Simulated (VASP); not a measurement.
# Sc2NbAl3V6N12 (P1) in VASP: further runs

Runs on Sc2NbAl3V6N12. Level: PBE. Tasks: single point.

Everything below comes from runs of VASP 6.6.1. Logs are shortened: lines on timing, memory, paths and dates and some standing lists are left out, and cuts for length are marked.

## Step 1: The cell of the first run

The typed cell holds 24 atoms: a = 5.940 Å, b = 5.946 Å, c = 7.234 Å, α = 90.06°, β = 90.06°, γ = 119.20°.

## Step 2: Single point, PBE

INCAR reads:

```
PREC = Accurate
ENCUT = 520
EDIFF = 1E-7
ISMEAR = 0
SIGMA = 0.1
LREAL = Auto
LASPH = T
NELM = 80
ALGO = Normal
ISIF = 2
LWAVE = F
LCHARG = T
GGA = PE
LELF = T
LVHAR = T
ISYM = 0
NBANDS = 109
```

KPOINTS reads:

```
Automatic mesh
0
Gamma
  3 3 2
  0 0 0.5
```

POSCAR reads:

```
Sc2NbAl3V6N12
1.0
   -4.2142855811     -4.1852601157      0.0340570212
   -0.0334501619      4.1846532565      4.2233460485
   -4.1717062608      4.1767378166     -4.1819804467
N Al Sc V Nb
12 3 2 6 1
Direct
    0.1665549462      0.3453594841      0.8177006438
    0.6625311762      0.3164369009      0.8381747687
    0.4960920937      0.5025622726      0.5042181081
    0.0277822970      0.5304378048      0.4992234741
    0.3243180937      0.6777802870      0.1706460242
    0.8478906809      0.6668667141      0.1791693815
    0.1770197009      0.8269308609      0.8279900207
    0.6560620836      0.8370079186      0.8216820690
    0.4835300627     -0.0098437415      0.5046206939
    0.0196301221      1.0089657279      0.5043326837
    0.3366965199      0.1578586492      0.1775756556
    0.8150932140      0.1622631977      0.1606895364
    0.4869390266     -0.0102196145     -0.0033040180
    0.3351240016      0.6718341035      0.6757159817
    0.1760249024      0.8466546485      0.3309789804
   -0.0001465646      0.9995093878     -0.0150132322
    0.4966172196      0.4954936919      0.0054764846
    0.8316816537      0.1921222254      0.6541693517
    0.3665327326      0.1906029361      0.6555212374
    0.6858017229      0.3330467987      0.3491847511
    0.1337969933      0.3317381698      0.3355103482
   -0.0148984663      0.4835233508      0.0083526636
    0.8272137673      0.6321285048      0.6642039833
    0.6803033784      0.8462846811      0.3446901404
```

Potentials or basis: VASP PAW PBE potentials, release 64 (N, Al, Sc_sv, V_sv, Nb_sv).

On the command line:

```console
cat potpaw_PBE.64/N/POTCAR potpaw_PBE.64/Al/POTCAR potpaw_PBE.64/Sc_sv/POTCAR potpaw_PBE.64/V_sv/POTCAR potpaw_PBE.64/Nb_sv/POTCAR > POTCAR
mpirun -np 1 vasp_std > vasp.out
```

OUTCAR:

```text
PREC = Accurate
   ENCUT = 520
   EDIFF = 1E-7
   ISMEAR = 0
   LREAL = Auto
   LASPH = T
   NELM = 80
   ISIF = 2
   GGA = PE
   ISYM = 0

 ion  position               nearest neighbor table
   1  0.167  0.345  0.818-  14 1.98  18 2.10  22 2.15  16 2.17  19 2.17  17 2.18
   2  0.663  0.316  0.838-  18 2.01  19 2.03  13 2.05  23 2.07  22 2.08  17 2.14
   3  0.496  0.503  0.504-  19 1.96  23 2.08  14 2.10  24 2.13  20 2.16  21 2.24
   4  0.028  0.530  0.499-  23 1.98  21 1.98  14 2.04  15 2.05  20 2.09  18 2.09
   5  0.324  0.678  0.171-  15 2.00  13 2.05  22 2.12  21 2.16  17 2.18  24 2.23
   6  0.848  0.667  0.179-  15 2.03  22 2.06  20 2.13  24 2.14  17 2.21  16 2.23
   7  0.177  0.827  0.828-  14 1.95  13 2.02  16 2.12  23 2.17  22 2.22  19 2.27
   8  0.656  0.837  0.822-  14 1.97  13 2.08  16 2.14  18 2.21  17 2.22  23 2.24
   9  0.484  0.990  0.505-  19 1.98  15 2.03  14 2.07  24 2.10  18 2.11  20 2.12
  10  0.020  0.009  0.504-  15 2.06  21 2.09  24 2.10  19 2.10  18 2.19  23 2.27
  11  0.337  0.158  0.178-  15 1.96  13 2.09  17 2.15  20 2.19  16 2.23  21 2.25
  12  0.815  0.162  0.161-  22 2.00  20 2.06  13 2.07  21 2.08  24 2.12  16 2.19
  13  0.487  0.990  0.997-   7 2.02   2 2.05   5 2.05  12 2.07   8 2.08  11 2.09  14 2.85  15 2.91
                            16 2.92  17 2.97  19 2.98  17 2.98  22 2.98  16 3.02  22 3.03  24 3.06
  14  0.335  0.672  0.676-   7 1.95   8 1.97   1 1.98   4 2.04   9 2.07   3 2.10  13 2.85  23 2.91
                            17 2.95  19 2.96  18 2.96  24 2.99  19 3.00  22 3.02  15 3.03  21 3.03
  15  0.176  0.847  0.331-  11 1.96   5 2.00   6 2.03   9 2.03   4 2.05  10 2.06  13 2.91  24 2.95
                            21 2.95  19 2.95  24 3.00  22 3.00  20 3.00  21 3.01  16 3.02  20 3.02
  16  1.000  1.000  0.985-   7 2.12   8 2.14   1 2.17  12 2.19   6 2.23  11 2.23  13 2.92  22 2.93
                            17 2.99  23 3.00  15 3.02  13 3.02  18 3.03  22 3.03  17 3.03  19 3.05
  17  0.497  0.495  0.005-   2 2.14  11 2.15   5 2.18   1 2.18   6 2.21   8 2.22  22 2.94  14 2.95
                            13 2.97  13 2.98  19 2.99  16 2.99  22 3.00  23 3.01  16 3.03  21 3.04
  18  0.832  0.192  0.654-   2 2.01   4 2.09   1 2.10   9 2.11  10 2.19   8 2.21  23 2.63  20 2.65
                            19 2.76  21 2.79  24 2.87  14 2.96  16 3.03  14 3.06  13 3.06
  19  0.367  0.191  0.656-   3 1.96   9 1.98   2 2.03  10 2.10   1 2.17   7 2.27  23 2.72  18 2.76
                            20 2.77  15 2.95  14 2.96  13 2.98  17 2.99  14 3.00  16 3.05
  20  0.686  0.333  0.349-  12 2.06   4 2.09   9 2.12   6 2.13   3 2.16  11 2.19  18 2.65  21 2.67
                            23 2.76  19 2.77  24 2.88  22 2.92  15 3.00  15 3.02  17 3.07  13 3.11
  21  0.134  0.332  0.336-   4 1.98  12 2.08  10 2.09   5 2.16   3 2.24  11 2.25  20 2.67  18 2.79
                            22 2.82  24 2.83  15 2.95  15 3.01  14 3.03  17 3.04  16 3.07
  22  0.985  0.484  0.008-  12 2.00   6 2.06   2 2.08   5 2.12   1 2.15   7 2.22  21 2.82  20 2.92
                            16 2.93  17 2.94  13 2.98  15 3.00  17 3.00  14 3.02  16 3.03  13 3.03
  23  0.827  0.632  0.664-   4 1.98   2 2.07   3 2.08   7 2.17   8 2.24  10 2.27  18 2.63  19 2.72
                            20 2.76  14 2.91  24 2.97  16 3.00  17 3.01  15 3.03  14 3.05
  24  0.680  0.846  0.345-   9 2.10  10 2.10  12 2.12   3 2.13   6 2.14   5 2.23  21 2.83  18 2.87
                            20 2.88  15 2.95  23 2.97  14 2.99  15 3.00  17 3.05  13 3.06  16 3.09

IMPORTANT INFORMATION: All symmetrisations will be switched off!
NOSYMM: (Re-)initialisation of all symmetry stuff for point group C_1.

----------------------------------------------------------------------------------------

                                     Primitive cell

  volume of cell :     223.0033

  direct lattice vectors                    reciprocal lattice vectors
    -4.214285581 -4.185260116  0.034057021    -0.157575926 -0.079633123  0.077655504
    -0.033450162  4.184653256  4.223346048    -0.077848313  0.079667601  0.157224785
    -4.171706261  4.176737817 -4.181980447    -0.079901601  0.079807112 -0.079708792

  length of vectors
     5.939508824  5.945510376  7.234447620     0.192878158  0.192683470  0.138227828

  position of ions in fractional coordinates (direct lattice)
     0.166554946  0.345359484  0.817700644
     0.662531176  0.316436901  0.838174769
     0.496092094  0.502562273  0.504218108
     0.027782297  0.530437805  0.499223474
     0.324318094  0.677780287  0.170646024
     0.847890681  0.666866714  0.179169382
[... 16 lines left out ...]
     0.827213767  0.632128505  0.664203983
     0.680303378  0.846284681  0.344690140

  ion indices of the primitive-cell ions
   primitive index   ion index
                 1           1
                 2           2
                 3           3
                 4           4
                 5           5
                 6           6
[... 16 lines left out ...]
                23          23
                24          24

----------------------------------------------------------------------------------------

 KPOINTS: Automatic mesh

Automatic generation of k-mesh.
 Grid dimensions read from file:
 generate k-points for:    3    3    2

 Generating k-lattice:

  Cartesian coordinates                     Fractional coordinates (reciprocal lattice)
    -0.052525309 -0.026544374  0.025885168     0.333333333  0.000000000  0.000000000
    -0.025949438  0.026555867  0.052408262    -0.000000000  0.333333333  0.000000000
    -0.039950801  0.039903556 -0.039854396    -0.000000000  0.000000000  0.500000000

  Length of vectors
     0.064292719  0.064227823  0.069113914

  Shift w.r.t. Gamma in fractional coordinates (k-lattice)
     0.000000000  0.000000000  0.500000000

 Subroutine IBZKPT returns following result:
 ===========================================

 Found      9 irreducible k-points:

 Following reciprocal coordinates:
            Coordinates               Weight
 -0.000000  0.000000  0.250000      2.000000
  0.333333  0.000000  0.250000      2.000000
 -0.333333 -0.000000  0.250000      2.000000
  0.000000  0.333333  0.250000      2.000000
  0.333333  0.333333  0.250000      2.000000
 -0.333333  0.333333  0.250000      2.000000
 -0.000000 -0.333333  0.250000      2.000000
  0.333333 -0.333333  0.250000      2.000000
 -0.333333 -0.333333  0.250000      2.000000
   k-points           NKPTS =      9   k-points in BZ     NKDIM =      9   number of bands    NBANDS=    109
   number of dos      NEDOS =    301   number of ions     NIONS =     24
   total plane-waves  NPLWV = 124416
   dimension x,y,z NGX =    48 NGY =   48 NGZ =   54
   dimension x,y,z NGXF=    96 NGYF=   96 NGZF=  108
   ions per type =              12   3   2   6   1
   NGX,Y,Z   is equivalent  to a cutoff of  13.44, 13.42, 12.41 a.u.
   NGXF,Y,Z  is equivalent  to a cutoff of  26.87, 26.84, 24.82 a.u.
 SYSTEM =  unknown system
   PREC   = accura    normal or accurate (medium, high low for compatibility)
   ISTART =      0    job   : 0-new  1-cont  2-samecut
   ICHARG =      2    charge: 1-file 2-atom 10-const
   ISPIN  =      1    spin polarized calculation?
   LNONCOLLINEAR =      F non collinear calculations
   LSORBIT =      F    spin-orbit coupling
   LASPH  =      T    aspherical Exc in radial PAW
   ENCUT  =  520.0 eV  38.22 Ry    6.18 a.u.  11.04 11.05 13.45*2*pi/ulx,y,z
   NELM   =     80;   NELMIN=  2; NELMDL= -5     # of ELM steps
   EDIFF  = 0.1E-06   stopping-criterion for ELM
   LREAL  =      T    real-space projection
   EDIFFG = 0.1E-05   stopping-criterion for IOM
   NSW    =      0    number of steps for IOM
   IBRION =     -1    ionic relax: 0-MD 1-quasi-New 2-CG
   NFREE  =      0    steps in history (QN), initial steepest desc. (CG)
   ISIF   =      2    stress and relaxation
   ISYM   =      0    0-nonsym 1-usesym 2-fastsym
   POTIM  = 0.5000    time-step for ionic-motion
   TEBEG  =    0.0;   TEEND  =   0.0 temperature during run
   PSTRESS=    0.0 pullay stress
   NELECT =     182.0000    total number of electrons
   NUPDOWN=      -1.0000    fix difference up-down
   EMIN   =  10.00;   EMAX   =-10.00  energy-range for DOS
   EFERMI =   0.00;   METHOD = LEGACY
   ISMEAR =     0;   SIGMA  =   0.10  broadening in eV -4-tet -1-fermi 0-gaus
   EFERMI_NEDOS =   21; number of points for ismear=-14 and -15
   IALGO  =     38    algorithm
   IMIX   =      4    mixing-type and parameters
     AMIX     =   0.40;   BMIX     =  1.00
     AMIX_MAG =   1.60;   BMIX_MAG =  1.00
  volume/ion in A,a.u.               =       9.29        62.70
  Fermi-wavevector in a.u.,A,eV,Ry     =   1.529895  2.891082 31.845495  2.340578
  Thomas-Fermi vector in A             =   2.637453
   LORBIT       =      0    0 simple, 1 ext, 2 COOP (PROOUT), +10 PAW based schemes
   GGA     = PE    functional components
   LHFCALC =     F    Hartree Fock is set to
   AEXX    =    0.0000 exact exchange contribution
   IVDW    =     0    specifies the selected vdW correction
   LEPSILON=     F    determine dielectric tensor
   LRPA    =     F    only Hartree local field effects (RPA)
 non-spin polarized calculation
 Gauss-broadening in eV      SIGMA  =   0.10
  energy-cutoff  :      520.00
  volume of cell :      223.00
 maximum number of plane-waves:      6019
 NGX is ok and might be reduce to    48
   NGX = 23   NGY = 23   NGZ = 27

 number of electron     182.0000002 magnetization

 Free energy of the ion-electron system (eV)
  ---------------------------------------------------
  ext. energy  EPLUGINS =         0.00000000
  ---------------------------------------------------
  free energy    TOTEN  =      -215.95028040 eV

  energy without entropy =     -215.89934632  energy(sigma->0) =     -215.92481336

 E-fermi :  10.7541     XC(G=0): -12.9103

 val. band max:       10.7377007349   @ k =   0.3333   0.3333   0.2500
 cond. band min:      10.7561393587   @ k =   0.3333   0.0000   0.2500
 fundamental gap:      0.0184386239
 Fermi energy:        10.7541391995

 k-point     1 :      -0.0000    0.0000    0.2500
  band No.  band energies     occupation
      1     -54.5265      2.00000
      2     -54.4796      2.00000
      3     -54.4258      2.00000
      4     -54.3951      2.00000
      5     -54.1747      2.00000
      6     -54.1425      2.00000
[... 95 lines left out ...]
    102      12.0483      0.00000
    103      12.1519      0.00000

 k-point     2 :       0.3333    0.0000    0.2500
  band No.  band energies     occupation
      1     -54.5258      2.00000
      2     -54.4797      2.00000
      3     -54.4258      2.00000
      4     -54.3955      2.00000
      5     -54.1750      2.00000
      6     -54.1425      2.00000
[... 731 lines left out ...]
    102      12.0436      0.00000
    103      12.1328      0.00000

 k-point     9 :      -0.3333   -0.3333    0.2500
  band No.  band energies     occupation
      1     -54.5258      2.00000
      2     -54.4796      2.00000
      3     -54.4258      2.00000
      4     -54.3953      2.00000
      5     -54.1752      2.00000
      6     -54.1426      2.00000
[... 95 lines left out ...]
    102      12.1117      0.00000
    103      12.2109      0.00000
 [bands above 103 left out]

------------------------ aborting loop because EDIFF is reached ----------------------------------------

  FORCE on cell =-STRESS in cart. coord.  units (eV):
  Direction    XX          YY          ZZ          XY          YZ          ZX
  --------------------------------------------------------------------------------------
  -------------------------------------------------------------------------------------
  Total        0.6126409      0.7376060      0.5722118     -0.0579797     -0.0365922     -0.0390948
  in kB        4.4015465      5.2993646      4.1110818     -0.4165580     -0.2628982     -0.2808785
  external PRESSURE =       4.6039976 kB  Pullay stress =       0.0000000 kB

 VOLUME and BASIS-vectors are now :
 -----------------------------------------------------------------------------
  energy-cutoff  :      520.00
  volume of cell :      223.00
      direct lattice vectors                 reciprocal lattice vectors
    -4.214285581 -4.185260116  0.034057021    -0.157575926 -0.079633123  0.077655504
    -0.033450162  4.184653256  4.223346048    -0.077848313  0.079667601  0.157224785
    -4.171706261  4.176737817 -4.181980447    -0.079901601  0.079807112 -0.079708792

 POSITION                                       TOTAL-FORCE (eV/Angst)
 -----------------------------------------------------------------------------------
     -4.12467      4.16346     -1.95536         0.025980     -0.001918      0.045321
     -6.29930      2.05215     -2.14624        -0.022433     -0.011896     -0.040427
     -4.21093      2.13276      0.03076         0.023996      0.012586      0.052791
     -2.21744      4.18855      0.15343        -0.020288     -0.004773      0.039906
     -2.10133      2.19166      2.15991        -0.024732      0.035692      0.017079
     -4.34300     -0.00969      2.09600        -0.031893      0.039105     -0.021962
[... 16 lines left out ...]
     -6.27812      1.95734     -0.07982         0.006572      0.046711      0.024737
     -4.33325      2.13384      2.15583        -0.024694     -0.008390      0.024856
 -----------------------------------------------------------------------------------
    total drift:                               -0.000148      0.009444      0.005982

  FREE ENERGIE OF THE ION-ELECTRON SYSTEM (eV)
  ---------------------------------------------------
  free  energy   TOTEN  =      -215.9502803987 eV

  energy  without entropy=     -215.8993463186  energy(sigma->0) =     -215.92481336
```

Wall time 11 min (1 thread of Intel Xeon Platinum 8488C (Sapphire Rapids), shared host); peak memory 0.44 GiB.

Results:

```
Free energy            : -215.9503 eV
Pressure               : 0.5 GPa
Largest force          : 0.068 eV/Å
Band gap on the k mesh : zero (bands 91 and 92 overlap by 0.10 eV)
```

Forces on the atoms (eV/Å):
```
N    0.026 -0.002  0.045
N   -0.022 -0.012 -0.040
N    0.024  0.013  0.053
N   -0.020 -0.005  0.040
N   -0.025  0.036  0.017
N   -0.032  0.039 -0.022
N   -0.018 -0.045 -0.002
N    0.042  0.018  0.024
N    0.018 -0.047 -0.023
N    0.044 -0.006 -0.015
N   -0.028 -0.011 -0.051
N    0.027  0.015 -0.060
Al  -0.001  0.000  0.005
Al   0.003 -0.006  0.003
Al   0.002  0.011  0.002
Sc  -0.004  0.009  0.005
Sc   0.002 -0.009  0.003
V   -0.022 -0.020 -0.037
V    0.017  0.037 -0.030
V    0.030  0.007  0.035
V   -0.031 -0.055 -0.001
V   -0.014 -0.007 -0.001
V    0.007  0.047  0.025
Nb  -0.025 -0.008  0.025
```

Levels at points of the mesh, in eV from the Fermi level:
```tsv
k point	band 87	band 88	band 89	band 90	band 91	band 92	band 93	band 94	band 95	band 96
(0.00, 0.00, 0.25)	-2.04	-0.80	-0.65	-0.55	-0.38	-0.09	0.01	0.42	0.61	0.74
```

Caveat: the k points lie up to 0.43 Å⁻¹ apart; the run has no spin polarisation, though such a crystal can be magnetic. With open d or f shells a metallic result of PBE can be an artefact of self-interaction; +U or a hybrid may open a gap.

## Step 3: Single point, PBE

INCAR reads:

```
  PREC = Accurate
  ENCUT = 520
  EDIFF = 1E-7
  ISMEAR = 0
  SIGMA = 0.1
  LREAL = Auto
  LASPH = T
  NELM = 100
  ALGO = Normal
  ISIF = 2
  LWAVE = F
  LCHARG = T
  GGA = PE
  LELF = T
  LVHAR = T
  NBANDS = 109
  ISYM = 0
```

KPOINTS is that of step 2.

POSCAR reads:

```
Sc2NbAl3V6N12
1.0
   -4.2619283967     -4.2491296219      0.0050771346
    0.0266590121      4.2173934752      4.1789228765
   -4.1817841069      4.1740624667     -4.1622508801
N Al Sc V Nb
12 3 2 6 1
Direct
    0.1801627568      0.3235309549      0.8437894628
    0.6496274200      0.3304127848      0.8435496271
    0.5058034927      0.4973986567      0.4890981731
    1.0053288587      0.5004674986      0.4946524805
    0.3506755015      0.6668992298      0.1667140981
    0.8094768324      0.6666629108      0.1675288017
    0.1808737678      0.8532960876      0.8305786846
    0.6675134802      0.8242644309      0.8511385206
    0.5011566097      0.0104413482      0.4865060212
    1.0076846872      0.0051428193      0.4861907211
    0.3355179669      0.1733817605      0.1684466203
    0.8281601001      0.1597605410      0.1641819345
    0.3404714782      0.1738373979      0.6472672429
    0.4906516769      0.4896973130      0.9992706596
    0.6642043527      0.8409120161      0.3333370740
    0.8370145289      0.1672020262      0.6796009732
    0.3381473705      0.6671844734      0.6670562170
    0.4659234877      0.9851584455      0.0083946566
    1.0111677902     -0.0234674232      1.0092771389
    0.7035166857      0.3577685747      0.3232148536
    0.1462474649      0.3478116017      0.3220235195
    0.0089007715      0.5246920264      0.0154366110
    0.1513503184      0.8107076459      0.3149297472
    0.8472537505      0.6687411335      0.6687249588
```

Potentials or basis: VASP PAW PBE potentials, release 64 (N, Al, Sc_sv, V_sv, Nb_sv).

On the command line:

```console
cat potpaw_PBE.64/N/POTCAR potpaw_PBE.64/Al/POTCAR potpaw_PBE.64/Sc_sv/POTCAR potpaw_PBE.64/V_sv/POTCAR potpaw_PBE.64/Nb_sv/POTCAR > POTCAR
mpirun -np 1 vasp_std > vasp.out
```

It took 12 min on 1 thread of Intel Xeon Platinum 8488C (Sapphire Rapids), shared host; peak memory 0.44 GiB.

Results (log left out):

```
Free energy            : -215.7337 eV
Pressure               : 0.6 GPa
Largest force          : 0.072 eV/Å
Band gap on the k mesh : zero (bands 91 and 92 overlap by 0.13 eV)
```

Forces in eV/Å, atoms in the order of the input:
```
N   -0.051 -0.010 -0.030
N    0.005  0.047  0.030
N   -0.017 -0.025  0.001
N    0.011  0.060  0.021
N   -0.027 -0.038  0.004
N    0.039  0.027  0.003
N    0.062  0.007  0.025
N   -0.031 -0.019 -0.061
N    0.030 -0.001  0.029
N   -0.006 -0.014 -0.026
N   -0.016  0.006  0.021
N    0.012 -0.017 -0.010
Al   0.003  0.000  0.009
Al  -0.008  0.014 -0.004
Al   0.013 -0.017  0.003
Sc   0.004 -0.002 -0.005
Sc  -0.018 -0.024 -0.006
V   -0.045 -0.029  0.026
V    0.031  0.060  0.022
V    0.033  0.020 -0.021
V   -0.023 -0.046 -0.030
V    0.030 -0.037 -0.006
V   -0.032  0.028  0.011
Nb   0.001  0.009 -0.006
```

Stress tensor (GPa, compression positive):
```
 0.59  0.06 -0.03
 0.06  0.62  0.03
-0.03  0.03  0.63
```

Levels at points of the mesh, in eV from the Fermi level:
```tsv
k point	band 87	band 88	band 89	band 90	band 91	band 92	band 93	band 94	band 95	band 96
(0.00, 0.00, 0.25)	-2.04	-0.82	-0.71	-0.63	-0.34	-0.12	0.00	0.58	0.67	0.78
```

Caveat: the k points lie up to 0.43 Å⁻¹ apart; the run has no spin polarisation, though such a crystal can be magnetic. With open d or f shells a metallic result of PBE can be an artefact of self-interaction; +U or a hybrid may open a gap.

(Continued in part 2 of 2.)
